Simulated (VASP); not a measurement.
# Co (Im-3m) in VASP: further runs

Runs on Co. Level: revPBE. Tasks: single point.

Program: VASP 6.6.1. These are calculated values, not measurements. Logs are shortened: lines on timing, memory, paths and dates and some standing lists are left out, and cuts for length are marked.

**1. The cell of the first run**

The structure is cubic, space group Im-3m (No. 229). The conventional cell has a = 2.941 Å, b = 2.941 Å, c = 2.941 Å, α = 90.00°, β = 90.00°, γ = 90.00°. Co (site symmetry m-3m) has 14 Co at 2.55 to 2.94 Å within 3.4 Å.

**2. Single point, revPBE, collinear spin, ferromagnetic start (volume scaled by 1.12)**

INCAR reads:

```
PREC = Accurate ; ENCUT = 520
EDIFF = 1E-7 ; ISMEAR = -1
SIGMA = 0.05 ; LREAL = F
LASPH = T ; NELM = 150
ALGO = Normal ; ISIF = 2
LWAVE = F ; LCHARG = T
ISPIN = 2 ; MAGMOM = 1.868
LORBIT = 11 ; LMAXMIX = 4
GGA = RE ; LELF = T
LVHAR = T ; NBANDS = 14
```

KPOINTS reads:

```
regular mesh
0
Gamma
  17 17 17
```

POSCAR reads:

```
Co
1.0
   -1.4704540388      1.4704540388      1.4704540388
    1.4704540388     -1.4704540388      1.4704540388
    1.4704540388      1.4704540388     -1.4704540388
Co
1
Direct
    0.0000000000      0.0000000000      0.0000000000
```

Potentials or basis: VASP PAW PBE potentials, release 64 (Co).

Command:

```bash
cat potpaw_PBE.64/Co/POTCAR > POTCAR
mpirun -np 1 vasp_std > vasp.out
```

OUTCAR:

```text
PREC = Accurate
   ENCUT = 520
   EDIFF = 1E-7
   ISMEAR = -1
   LREAL = F
   LASPH = T
   NELM = 150
   ISIF = 2
   ISPIN = 2
   LORBIT = 11
   GGA = RE

 ion  position               nearest neighbor table
   1  0.000  0.000  0.000-

  LATTYP: Found a body centered cubic cell.
 ALAT       =     2.9409080776

  Lattice vectors:

 A1 = (  -1.4704540388,   1.4704540388,   1.4704540388)
 A2 = (   1.4704540388,  -1.4704540388,   1.4704540388)
 A3 = (   1.4704540388,   1.4704540388,  -1.4704540388)

Analysis of symmetry for initial positions (statically):
=====================================================================
 Subroutine PRICEL returns:
 Original cell was already a primitive cell.

 Routine SETGRP: Setting up the symmetry group for a
 body centered cubic supercell.

 Subroutine GETGRP returns: Found 48 space group operations
 (whereof 48 operations were pure point group operations)
 out of a pool of 48 trial point group operations.

The static configuration has the point symmetry O_h .

Analysis of symmetry for dynamics (positions and initial velocities):
=====================================================================
 Subroutine PRICEL returns:
 Original cell was already a primitive cell.

 Routine SETGRP: Setting up the symmetry group for a
 body centered cubic supercell.

 Subroutine GETGRP returns: Found 48 space group operations
 (whereof 48 operations were pure point group operations)
 out of a pool of 48 trial point group operations.

The dynamic configuration has the point symmetry O_h .

Analysis of structural, dynamic, and magnetic symmetry:
=====================================================================
 Subroutine PRICEL returns:
 Original cell was already a primitive cell.

 Routine SETGRP: Setting up the symmetry group for a
 body centered cubic supercell.

 Subroutine GETGRP returns: Found 48 space group operations
 (whereof 48 operations were pure point group operations)
 out of a pool of 48 trial point group operations.

The overall configuration has the point symmetry O_h .

 Subroutine INISYM returns: Found 48 space group operations
 (whereof 48 operations are pure point group operations),
 and found     1 'primitive' translations

----------------------------------------------------------------------------------------

                                     Primitive cell

  volume of cell :      12.7179

  direct lattice vectors                    reciprocal lattice vectors
    -1.470454039  1.470454039  1.470454039     0.000000000  0.340031029  0.340031029
     1.470454039 -1.470454039  1.470454039     0.340031029  0.000000000  0.340031029
     1.470454039  1.470454039 -1.470454039     0.340031029  0.340031029  0.000000000

  length of vectors
     2.546901105  2.546901105  2.546901105     0.480876493  0.480876493  0.480876493

  position of ions in fractional coordinates (direct lattice)
     0.000000000  0.000000000  0.000000000

  ion indices of the primitive-cell ions
   primitive index   ion index
                 1           1

----------------------------------------------------------------------------------------

 KPOINTS: regular mesh

Automatic generation of k-mesh.
 Grid dimensions read from file:
 generate k-points for:   17   17   17

 Generating k-lattice:

  Cartesian coordinates                     Fractional coordinates (reciprocal lattice)
     0.000000000  0.020001825  0.020001825     0.058823529  0.000000000  0.000000000
     0.020001825  0.000000000  0.020001825     0.000000000  0.058823529  0.000000000
     0.020001825  0.020001825  0.000000000     0.000000000  0.000000000  0.058823529

  Length of vectors
     0.028286853  0.028286853  0.028286853

  Shift w.r.t. Gamma in fractional coordinates (k-lattice)
     0.000000000  0.000000000  0.000000000

 Subroutine IBZKPT returns following result:
 ===========================================

 Found    165 irreducible k-points:

 Following reciprocal coordinates:
            Coordinates               Weight
  0.000000  0.000000  0.000000      1.000000
  0.058824  0.000000  0.000000     12.000000
  0.117647  0.000000  0.000000     12.000000
  0.176471  0.000000  0.000000     12.000000
  0.235294  0.000000  0.000000     12.000000
  0.294118  0.000000  0.000000     12.000000
[... 16 lines left out ...]
  0.411765  0.117647 -0.000000     48.000000
  0.176471  0.176471  0.000000     24.000000
 [... further k-points ...]
   k-points           NKPTS =    165   k-points in BZ     NKDIM =    165   number of bands    NBANDS=     14
   number of dos      NEDOS =    301   number of ions     NIONS =      1
   total plane-waves  NPLWV =   8000
   dimension x,y,z NGX =    20 NGY =   20 NGZ =   20
   dimension x,y,z NGXF=    40 NGYF=   40 NGZF=   40
   ions per type =               1
   NGX,Y,Z   is equivalent  to a cutoff of  13.05, 13.05, 13.05 a.u.
   NGXF,Y,Z  is equivalent  to a cutoff of  26.11, 26.11, 26.11 a.u.
 SYSTEM =  unknown system
   PREC   = accura    normal or accurate (medium, high low for compatibility)
   ISTART =      0    job   : 0-new  1-cont  2-samecut
   ICHARG =      2    charge: 1-file 2-atom 10-const
   ISPIN  =      2    spin polarized calculation?
   LNONCOLLINEAR =      F non collinear calculations
   LSORBIT =      F    spin-orbit coupling
   LASPH  =      T    aspherical Exc in radial PAW
   ENCUT  =  520.0 eV  38.22 Ry    6.18 a.u.   4.74  4.74  4.74*2*pi/ulx,y,z
   NELM   =    150;   NELMIN=  2; NELMDL= -5     # of ELM steps
   EDIFF  = 0.1E-06   stopping-criterion for ELM
   LREAL  =      F    real-space projection
   EDIFFG = 0.1E-05   stopping-criterion for IOM
   NSW    =      0    number of steps for IOM
   IBRION =     -1    ionic relax: 0-MD 1-quasi-New 2-CG
   NFREE  =      0    steps in history (QN), initial steepest desc. (CG)
   ISIF   =      2    stress and relaxation
   ISYM   =      2    0-nonsym 1-usesym 2-fastsym
   POTIM  = 0.5000    time-step for ionic-motion
   TEBEG  =    0.0;   TEEND  =   0.0 temperature during run
   PSTRESS=    0.0 pullay stress
   NELECT =       9.0000    total number of electrons
   NUPDOWN=      -1.0000    fix difference up-down
   EMIN   =  10.00;   EMAX   =-10.00  energy-range for DOS
   EFERMI =   0.00;   METHOD = LEGACY
   ISMEAR =    -1;   SIGMA  =   0.05  broadening in eV -4-tet -1-fermi 0-gaus
   EFERMI_NEDOS =   21; number of points for ismear=-14 and -15
   IALGO  =     38    algorithm
   IMIX   =      4    mixing-type and parameters
     AMIX     =   0.40;   BMIX     =  1.00
     AMIX_MAG =   1.60;   BMIX_MAG =  1.00
  volume/ion in A,a.u.               =      12.72        85.82
  Fermi-wavevector in a.u.,A,eV,Ry     =   1.458873  2.756871 28.957430  2.128311
  Thomas-Fermi vector in A             =   2.575507
   LORBIT       =     11    0 simple, 1 ext, 2 COOP (PROOUT), +10 PAW based schemes
   GGA     = RE    functional components
   LHFCALC =     F    Hartree Fock is set to
   AEXX    =    0.0000 exact exchange contribution
   IVDW    =     0    specifies the selected vdW correction
   LEPSILON=     F    determine dielectric tensor
   LRPA    =     F    only Hartree local field effects (RPA)
 spin polarized calculation
  energy-cutoff  :      520.00
  volume of cell :       12.72
 maximum number of plane-waves:       370
   NGX =  9   NGY =  9   NGZ =  9

 number of electron       9.0000005 magnetization       1.8141387

 Free energy of the ion-electron system (eV)
  ---------------------------------------------------
  ext. energy  EPLUGINS =         0.00000000
  ---------------------------------------------------
  free energy    TOTEN  =        -6.46955315 eV

  energy without entropy =       -6.45575325  energy(sigma->0) =       -6.46265320

 E-fermi :   8.6289     XC(G=0): -12.4157

 val. band max:        8.6288638953   @ k =  -0.3529   0.4118   0.0588
 cond. band min:       8.6306246321   @ k =  -0.3529  -0.4706   0.1765
 fundamental gap:      0.0017607369
 Fermi energy:         8.6289154616

 spin component 1

 k-point     1 :       0.0000    0.0000    0.0000
  band No.  band energies     occupation
      1       0.2856      1.00000
      2       5.7517      1.00000
      3       5.7517      1.00000
      4       5.7517      1.00000
      5       6.5065      1.00000
      6       6.5065      1.00000
      7      32.4082      0.00000
      8      32.4082      0.00000
      9      32.4082      0.00000
     10      36.5981      0.00000
     11      36.5981      0.00000
     12      37.0991      0.00000
     13      37.0991      0.00000
     14      37.0991      0.00000
[... 375 lines left out ...]
 k-point    24 :       0.1765    0.1765    0.0000
  band No.  band energies     occupation
      1       3.2422      1.00000
      2       5.2668      1.00000
      3       5.4055      1.00000
      4       6.3646      1.00000
      5       6.6676      1.00000
      6       7.3087      1.00000
      7      22.0131      0.00000
      8      22.6220      0.00000
      9      27.7650      0.00000
     10      32.4777      0.00000
     11      35.2259      0.00000
     12      38.4701      0.00000
     13      41.1556      0.00000
     14      44.0601      0.00000

 [... further k-points ...]

 spin component 2

 k-point     1 :       0.0000    0.0000    0.0000
  band No.  band energies     occupation
      1       0.2590      1.00000
      2       7.3584      1.00000
      3       7.3584      1.00000
      4       7.3584      1.00000
      5       9.0004      0.00059
      6       9.0004      0.00059
      7      32.0334      0.00000
      8      32.0334      0.00000
      9      32.0334      0.00000
     10      36.5965      0.00000
     11      36.5965      0.00000
     12      37.9123      0.00000
     13      37.9123      0.00000
     14      37.9123      0.00000
[... 375 lines left out ...]
 k-point    24 :       0.1765    0.1765    0.0000
  band No.  band energies     occupation
      1       3.3784      1.00000
      2       6.8424      1.00000
      3       6.8601      1.00000
      4       8.6320      0.48433
      5       8.8959      0.00477
      6       9.2132      0.00001
      7      22.3443      0.00000
      8      22.9672      0.00000
      9      28.0442      0.00000
     10      32.3946      0.00000
     11      35.4275      0.00000
     12      38.6154      0.00000
     13      41.4125      0.00000
     14      44.1573      0.00000

 [... further k-points ...]

------------------------ aborting loop because EDIFF is reached ----------------------------------------

  FORCE on cell =-STRESS in cart. coord.  units (eV):
  Direction    XX          YY          ZZ          XY          YZ          ZX
  --------------------------------------------------------------------------------------
  -------------------------------------------------------------------------------------
  Total       -1.3368551     -1.3368551     -1.3368551     -0.0000000      0.0000000      0.0000000
  in kB     -168.4149220   -168.4149220   -168.4149220     -0.0000000      0.0000000      0.0000000
  external PRESSURE =    -168.4149220 kB  Pullay stress =       0.0000000 kB

 VOLUME and BASIS-vectors are now :
 -----------------------------------------------------------------------------
  energy-cutoff  :      520.00
  volume of cell :       12.72
      direct lattice vectors                 reciprocal lattice vectors
    -1.470454039  1.470454039  1.470454039     0.000000000  0.340031029  0.340031029
     1.470454039 -1.470454039  1.470454039     0.340031029  0.000000000  0.340031029
     1.470454039  1.470454039 -1.470454039     0.340031029  0.340031029  0.000000000

 POSITION                                       TOTAL-FORCE (eV/Angst)
 -----------------------------------------------------------------------------------
      0.00000      0.00000      0.00000        -0.000000      0.000000      0.000000
 -----------------------------------------------------------------------------------
    total drift:                               -0.000000     -0.000000      0.000000

  FREE ENERGIE OF THE ION-ELECTRON SYSTEM (eV)
  ---------------------------------------------------
  free  energy   TOTEN  =        -6.4695531525 eV

  energy  without entropy=       -6.4557532523  energy(sigma->0) =       -6.46265320

 total charge

# of ion       s       p       d       tot
------------------------------------------
    1        0.431   0.412   7.156   8.000

 magnetization (x)

# of ion       s       p       d       tot
------------------------------------------
    1       -0.004  -0.047   1.913   1.863
```

Wall time 66 s (1 thread of AMD EPYC 7R43 (Zen 3), shared host); peak memory 0.13 GiB.

Results:

```
Free energy                                           : -6.4696 eV
Pressure                                              : -16.8 GPa
Net moment                                            : 1.81 μB per cell
Site moments                                          : Co +1.86 μB
Valence electrons inside the program's atomic spheres : Co 8.00
```

Caveat: the cell differs from its parent crystal (volume scaled by 1.12); the PAW data sets were made with another functional, which shifts forces and pressure a little.

**3. Single point, revPBE**

This run uses another cell than the first one, of 10.77 Å³/atom, 0.847 times its volume.

INCAR reads:

```
SYSTEM = Co
PREC = Accurate
ENCUT = 520
EDIFF = 1E-6
ISMEAR = -1
SIGMA = 0.1
LREAL = .FALSE.
LASPH = .TRUE.
NELM = 100
ALGO = Normal
ISIF = 2
LWAVE = .FALSE.
LCHARG = .TRUE.
GGA = RE
LELF = .TRUE.
LVHAR = .TRUE.
NBANDS = 10
```

KPOINTS reads:

```
regular mesh
0
G
  16 16 16
  0 0 0
```

POSCAR reads:

```
Co
1.0
   -1.3911307482      1.3911307482      1.3911307482
    1.3911307482     -1.3911307482      1.3911307482
    1.3911307482      1.3911307482     -1.3911307482
Co
1
Direct
    0.0000000000      0.0000000000      0.0000000000
```

Potentials or basis: VASP PAW PBE potentials, release 64 (Co).

Command:

```bash
cat potpaw_PBE.64/Co/POTCAR > POTCAR
mpirun -np 1 vasp_std > vasp.out
```

Run time: 26 s. Hardware: 1 thread of AMD EPYC 7R43 (Zen 3), shared host; peak memory 0.09 GiB.

The run converged. Its results:

* Free energy: -6.2277 eV
* Pressure: -0.6 GPa

Levels at points of the mesh, in eV from the Fermi level:
| k point | band 3 | band 4 | band 5 | band 6 | band 7 | band 8 |
| --- | --- | --- | --- | --- | --- | --- |
| (0.00, 0.00, 0.00) | -1.77 | -1.77 | -0.27 | -0.27 | 25.86 | 25.86 |
| (0.50, 0.00, 0.00) | -0.31 | -0.08 | 0.42 | 0.87 | 7.57 | 19.00 |
| (0.50, 0.50, 0.50) | 0.60 | 0.60 | 0.60 | 10.18 | 10.18 | 10.18 |

Caveat: the PAW data sets were made with another functional, which shifts forces and pressure a little; the run has no spin polarisation, though such a crystal can be magnetic.

**4. Single point, revPBE (volume scaled by 0.96)**

INCAR reads:

```
SYSTEM = Co
ALGO = Normal
EDIFF = 1E-6
ENCUT = 520
GGA = RE
ISIF = 2
ISMEAR = -1
LASPH = .True.
LCHARG = .False.
LREAL = .False.
LWAVE = .False.
NBANDS = 10
NELM = 80
PREC = Accurate
SIGMA = 0.1
```

KPOINTS reads:

```
k-points
0
Gamma
  18 18 18
  0 0 0
```

POSCAR reads:

```
Co
1.0
   -1.3723293793      1.3723293793      1.3723293793
    1.3723293793     -1.3723293793      1.3723293793
    1.3723293793      1.3723293793     -1.3723293793
Co
1
Direct
    0.0000000000      0.0000000000      0.0000000000
```

Command:

```bash
cat potpaw_PBE.64/Co/POTCAR > POTCAR
mpirun -np 1 vasp_std > vasp.out
```

It took 30 s on 1 thread of AMD EPYC 7R43 (Zen 3), shared host; peak memory 0.1 GiB.

It converged, with:

- Free energy: -6.2163 eV
- Pressure: 9.2 GPa

Levels at points of the mesh, in eV from the Fermi level:
| k point | band 2 | band 3 | band 4 | band 5 | band 6 | band 7 | band 8 | band 9 |
| --- | --- | --- | --- | --- | --- | --- | --- | --- |
| (0.00, 0.00, 0.00) | -1.88 | -1.88 | -1.88 | -0.29 | -0.29 | 26.26 | 26.26 | 26.26 |
| (0.50, 0.00, 0.00) | -3.04 | -0.33 | -0.08 | 0.39 | 0.92 | 7.93 | 19.35 | 21.46 |
| (0.50, 0.50, 0.50) | -4.43 | 0.64 | 0.64 | 0.64 | 10.46 | 10.46 | 10.46 | 16.65 |

Caveat: the cell differs from its parent crystal (volume scaled by 0.96); the PAW data sets were made with another functional, which shifts forces and pressure a little; the run has no spin polarisation, though such a crystal can be magnetic.

**5. The runs side by side**

```csv
spin,cell,k mesh,smearing,gap on the mesh (eV),pressure (GPa)
"collinear, ferromagnetic start","a = 2.547 Å, angles 109.5°, 1 atom",17 × 17 × 17,fermi-dirac 0.05 eV,none,-16.8
off,"a = 2.410 Å, angles 109.5°, 1 atom",16 × 16 × 16,fermi-dirac 0.1 eV,none,-0.6
off,"a = 2.377 Å, angles 109.5°, 1 atom",18 × 18 × 18,fermi-dirac 0.1 eV,none,9.2
```

Alike in all rows: task single point; level revPBE; potentials or basis VASP PAW PBE potentials, release 64 (Co); cutoff (eV) 520.

Caveats: the PAW data sets were made with another functional, which shifts forces and pressure a little.

Absolute energies hang on the potentials; compare differences alone.
